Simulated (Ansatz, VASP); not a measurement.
# H: VASP beside Ansatz

The input INCAR:

```
SYSTEM = H
  PREC = Accurate
  ENCUT = 500
  EDIFF = 1E-6
  ISMEAR = 0
  SIGMA = 0.05
  LREAL = .False.
  LASPH = .True.
  NELM = 120
  ALGO = Normal
  ISIF = 2
  LWAVE = .False.
  LCHARG = .False.
  GGA = PS
  NBANDS = 10
  GGA_COMPAT = .False.
```

File KPOINTS:

```
regular mesh
0
Gamma
  9 9 6
  0 0 0
```

File POSCAR:

```
H
1.0
    3.8401304226      0.0000000000      0.0000000000
   -1.9200652113      3.3256504998      0.0415706312
    0.0000000000      0.0630832694      5.0466615500
H
4
Direct
    0.3333333333      0.6666666667      0.1764958800
    0.6666666667      0.3333333333      0.6764958800
    0.6666666667      0.3333333333      0.8235041200
    0.3333333333      0.6666666667      0.3235041200
```

Input for Ansatz:

```yaml
crystal:
  lattice:
    - [3.8401304226, 0.0, 0.0]
    - [-1.9200652113, 3.3256504998, 0.0415706312]
    - [0.0, 0.0630832694, 5.04666155]
  atoms:
    - { symbol: H, position: [0.3333333333, 0.6666666667, 0.17649588] }
    - { symbol: H, position: [0.6666666667, 0.3333333333, 0.67649588] }
    - { symbol: H, position: [0.6666666667, 0.3333333333, 0.82350412] }
    - { symbol: H, position: [0.3333333333, 0.6666666667, 0.32350412] }
basis:
  ecutwfc: 420
kpoints:
  mp_grid: { grid: [9, 9, 6] }
hamiltonian:
  xc: pbesol
scf:
  occupations: { method: gaussian, width: 0.05 }
output:
  forces: true
  stress: true
  eigenvalues: true
```

Change from the starting cell: strain +0.0250 x Voigt [0, 0, 0, 1, 0, 0], atoms carried along.

Alike in both runs: task single point; functional PBEsol; k mesh 9 × 9 × 6; occupations gaussian, width 0.05 eV; no spin polarisation.

|  | VASP | Ansatz |
| --- | --- | --- |
| version | VASP 6.6.1 | Ansatz 0.2.0 |
| potentials or method | VASP PAW PBE potentials, release 64 (H), cutoff 500 eV | scalar-relativistic, plane waves, PAW |
| valence electrons in the cell | 4 | 4 |

|  | VASP | Ansatz | Ansatz less VASP |
| --- | --- | --- | --- |
| gap on the k mesh at the Fermi level (eV) | 9.32 | 9.32 | +0.002 |
| least direct gap on the mesh (eV) | 9.32 | 9.32 | +0.002 |
| pressure (GPa) | 0.6 | 0.7 | +0.18 |
| traceless stress, the component that is largest in VASP (GPa) | 1.45 | 1.47 | +0.022 |
| rms of the force components (eV/Å) | 0.350 | 0.348 | -0.0022 |

VASP's potentials were made for PBE, not for PBEsol. Atom by atom the forces differ by 0.002 eV/Å (rms over components).
